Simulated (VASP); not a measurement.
A run of VASP 6.6.1:

File INCAR:

```
SYSTEM = NaCl
ALGO = Normal ; EDIFF = 1E-7
EDIFFG = -0.05 ; ENCUT = 500
GGA = PS ; GGA_COMPAT = .False.
IBRION = 2 ; ISIF = 3
ISMEAR = 0 ; LASPH = .True.
LCHARG = .False. ; LREAL = .False.
LWAVE = .False. ; NELM = 120
NELMIN = 4 ; NSW = 80
PREC = Accurate ; PSTRESS = 89.0
SIGMA = 0.1
```

File KPOINTS:

```
k-points
0
Gamma
  6 6 6
  0 0 0
```

POSCAR

```
NaCl
1.0
    0.0000000000      2.6106385515      2.6106385515
    2.6106385515      0.0000000000      2.6106385515
    2.6106385515      2.6106385515      0.0000000000
Na Cl
1 1
Direct
    0.0000000000      0.0000000000      0.0000000000
    0.5000000000      0.5000000000      0.5000000000
```

Potentials or basis: VASP PAW PBE potentials, release 64 (Na_pv, Cl).

The run is started by

```bash
$ cat potpaw_PBE.64/Na_pv/POTCAR potpaw_PBE.64/Cl/POTCAR > POTCAR
$ mpirun -np 1 vasp_std > vasp.out
```

Hardware: 1 thread of Intel(R) Xeon(R) Platinum 8259CL CPU @ 2.50GHz (Skylake/Cascade Lake), with other jobs on the host.

Q: How long does it take, and how much memory?

A: It took 9.7 s on 1 thread of Intel(R) Xeon(R) Platinum 8259CL CPU @ 2.50GHz (Skylake/Cascade Lake) (shared host), peak memory 0.15 GiB. Counts: scf iterations 13, k points 16, ion steps 1.
